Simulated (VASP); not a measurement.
A run of VASP 6.6.1:

The input INCAR:

```
SYSTEM = Os
PREC = Accurate
ENCUT = 520
EDIFF = 1E-6
ISMEAR = -1
SIGMA = 0.05
LREAL = .False.
LASPH = .True.
NELM = 100
ALGO = Normal
ISIF = 2
LWAVE = .False.
LCHARG = .False.
GGA = PE
NBANDS = 15
```

The input KPOINTS:

```
regular mesh
0
Gamma
  5 5 3
  0 0 0
```

Contents of POSCAR:

```
Os
1.0
    2.7341000000      0.0000000000      0.0000000000
   -1.3670500000      2.3678000565      0.0000000000
    0.0000000000      0.0000000000      4.3197000000
Os
2
Direct
    0.6666666667      0.3333333333      0.7500000000
    0.3333333333      0.6666666667      0.2500000000
```

Potentials or basis: VASP PAW PBE potentials, release 64 (Os).

Run with:

```sh
$ cat potpaw_PBE.64/Os/POTCAR > POTCAR
$ mpirun -np 1 vasp_std > vasp.out
```

Hardware: 1 thread of AMD EPYC 7R43 64-Core Processor (Zen 3) (shared host).

Problem. Estimate the wall time of this run.

Solution. Run time: 12 s on 1 thread of AMD EPYC 7R43 64-Core Processor (Zen 3) (shared host), peak memory 0.09 GiB. Counts: scf iterations 12, k points 10.
